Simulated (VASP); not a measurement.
# Sn (I4_1/amd) in VASP: notebook, part 2 of 2

VASP 6.6.1. The steps go on from the part before.

## (3) Single point, PBE

This run uses another cell than the first one, of 27.65 Å³/atom, 1.027 times its volume.

The input, INCAR:

```
PREC = Accurate ; ENCUT = 520
EDIFF = 1E-6 ; ISMEAR = 0
SIGMA = 0.024 ; LREAL = False
LASPH = True ; NELM = 100
ALGO = Normal ; ISIF = 2
LWAVE = False ; LCHARG = True
GGA = PE ; LELF = True
LVHAR = True ; NBANDS = 21
```

The input, KPOINTS:

```
Automatic mesh
0
Gamma
  9 9 9
```

The input, POSCAR:

```
Sn
1.0
   -2.9401404553      2.9401404553      1.5993019889
    2.9401404553     -2.9401404553      1.5993019889
    2.9401404553      2.9401404553     -1.5993019889
Sn
2
Direct
    0.0000000000      0.0000000000      0.0000000000
    0.7500000000      0.2500000000      0.5000000000
```

Potentials or basis: VASP PAW PBE potentials, release 64 (Sn_d).

Started as:

```sh
> cat potpaw_PBE.64/Sn_d/POTCAR > POTCAR
> mpirun -np 1 vasp_std > vasp.out
```

OUTCAR:

```text
PREC = Accurate
   ENCUT = 520
   EDIFF = 1E-6
   ISMEAR = 0
   LREAL = False
   LASPH = True
   NELM = 100
   ISIF = 2
   GGA = PE

 ion  position               nearest neighbor table
   1  0.000  0.000  0.000-   2 3.05   2 3.05   2 3.05   2 3.05
   2  0.750  0.250  0.500-   1 3.05   1 3.05   1 3.05   1 3.05

  LATTYP: Found a body centered tetragonal cell.
 ALAT       =     5.8802809106
 C/A-ratio  =     0.5439542815

  Lattice vectors:

 A1 = (  -2.9401404553,   2.9401404553,   1.5993019889)
 A2 = (   2.9401404553,  -2.9401404553,   1.5993019889)
 A3 = (   2.9401404553,   2.9401404553,  -1.5993019889)

Analysis of symmetry for initial positions (statically):
=====================================================================
 Subroutine PRICEL returns:
 Original cell was already a primitive cell.

 Routine SETGRP: Setting up the symmetry group for a
 body centered tetragonal supercell.

 Subroutine GETGRP returns: Found 16 space group operations
 (whereof  8 operations were pure point group operations)
 out of a pool of 16 trial point group operations.

The static configuration has the point symmetry D_2d.
 The point group associated with its full space group is D_4h.

Analysis of symmetry for dynamics (positions and initial velocities):
=====================================================================
 Subroutine PRICEL returns:
 Original cell was already a primitive cell.

 Routine SETGRP: Setting up the symmetry group for a
 body centered tetragonal supercell.

 Subroutine GETGRP returns: Found 16 space group operations
 (whereof  8 operations were pure point group operations)
 out of a pool of 16 trial point group operations.

The dynamic configuration has the point symmetry D_2d.
 The point group associated with its full space group is D_4h.

 Subroutine INISYM returns: Found 16 space group operations
 (whereof  8 operations are pure point group operations),
[... 97 lines left out ...]
   LREAL  =      F    real-space projection
[... 7 lines left out ...]
   TEBEG  =    0.0;   TEEND  =   0.0 temperature during run
   PSTRESS=    0.0 pullay stress
   NELECT =      28.0000    total number of electrons
   NUPDOWN=      -1.0000    fix difference up-down
   EMIN   =  10.00;   EMAX   =-10.00  energy-range for DOS
   EFERMI =   0.00;   METHOD = LEGACY
   ISMEAR =     0;   SIGMA  =   0.02  broadening in eV -4-tet -1-fermi 0-gaus
   EFERMI_NEDOS =   21; number of points for ismear=-14 and -15
   IALGO  =     38    algorithm
   IMIX   =      4    mixing-type and parameters
     AMIX     =   0.40;   BMIX     =  1.00
     AMIX_MAG =   1.60;   BMIX_MAG =  1.00
  volume/ion in A,a.u.               =      27.65       186.59
  Fermi-wavevector in a.u.,A,eV,Ry     =   1.304824  2.465760 23.164816  1.702566
  Thomas-Fermi vector in A             =   2.435734
   LORBIT       =      0    0 simple, 1 ext, 2 COOP (PROOUT), +10 PAW based schemes
   GGA     = PE    functional components
   LHFCALC =     F    Hartree Fock is set to
   AEXX    =    0.0000 exact exchange contribution
   IVDW    =     0    specifies the selected vdW correction
   LEPSILON=     F    determine dielectric tensor
   LRPA    =     F    only Hartree local field effects (RPA)
 non-spin polarized calculation
 Gauss-broadening in eV      SIGMA  =   0.02
  energy-cutoff  :      520.00
  volume of cell :       55.30
 maximum number of plane-waves:      1507
 NGX is ok and might be reduce to    36
   NGX = 17   NGY = 17   NGZ = 17

 number of electron      27.9999989 magnetization

 Free energy of the ion-electron system (eV)
  ---------------------------------------------------
  ext. energy  EPLUGINS =         0.00000000
  ---------------------------------------------------
  free energy    TOTEN  =        -7.59720100 eV

  energy without entropy =       -7.59672362  energy(sigma->0) =       -7.59696231

 E-fermi :   7.7530     XC(G=0): -10.2172

 val. band max:        7.7389180819   @ k =   0.4444   0.3333   0.0000
 cond. band min:       7.7579460001   @ k =  -0.2222  -0.2222   0.1111
 fundamental gap:      0.0190279182
 Fermi energy:         7.7530330130

 k-point     1 :       0.0000    0.0000    0.0000
  band No.  band energies     occupation
      1     -13.8841      2.00000
      2     -13.8068      2.00000
      3     -13.7638      2.00000
      4     -13.7543      2.00000
      5     -13.6126      2.00000
      6     -13.6126      2.00000
[... 565 lines left out ...]
     20      18.4363      0.00000
     21      18.9035      0.00000

 [... further k-points ...]
[... 5 lines left out ...]
  --------------------------------------------------------------------------------------
  -------------------------------------------------------------------------------------
  Total        0.5093095      0.5093095      0.4045588      0.0000000      0.0000000      0.0000000
  in kB       14.7559022     14.7559022     11.7210261      0.0000000      0.0000000      0.0000000
  external PRESSURE =      13.7442768 kB  Pullay stress =       0.0000000 kB

 VOLUME and BASIS-vectors are now :
 -----------------------------------------------------------------------------
  energy-cutoff  :      520.00
  volume of cell :       55.30
      direct lattice vectors                 reciprocal lattice vectors
    -2.940140455  2.940140455  1.599301989     0.000000000  0.170059903  0.312636390
     2.940140455 -2.940140455  1.599301989     0.170059903  0.000000000  0.312636390
     2.940140455  2.940140455 -1.599301989     0.170059903  0.170059903  0.000000000

 POSITION                                       TOTAL-FORCE (eV/Angst)
 -----------------------------------------------------------------------------------
      0.00000      0.00000      0.00000        -0.000000      0.000000      0.000000
      0.00000      2.94014      0.79965         0.000000     -0.000000     -0.000000
 -----------------------------------------------------------------------------------
    total drift:                               -0.000000      0.000000     -0.000000

  FREE ENERGIE OF THE ION-ELECTRON SYSTEM (eV)
  ---------------------------------------------------
  free  energy   TOTEN  =        -7.5972010033 eV

  energy  without entropy=       -7.5967236238  energy(sigma->0) =       -7.59696231
```

It took 44 s on 1 thread of Intel Xeon 6975P-C (Granite Rapids), shared host; peak memory 0.23 GiB.

Results:

```yaml
Free_energy: -7.5972 eV
Pressure: 1.4 GPa
Band_gap_on_the_k_mesh: zero (band 14 reaches 8.97 eV, above the bottom of band 15 at 5.01 eV)
```

Stress tensor (GPa, compression positive):
```
1.48 0.00 0.00
0.00 1.48 0.00
0.00 0.00 1.17
```

Caveat: spin-orbit coupling is left out, which moves the levels of the heavy elements.
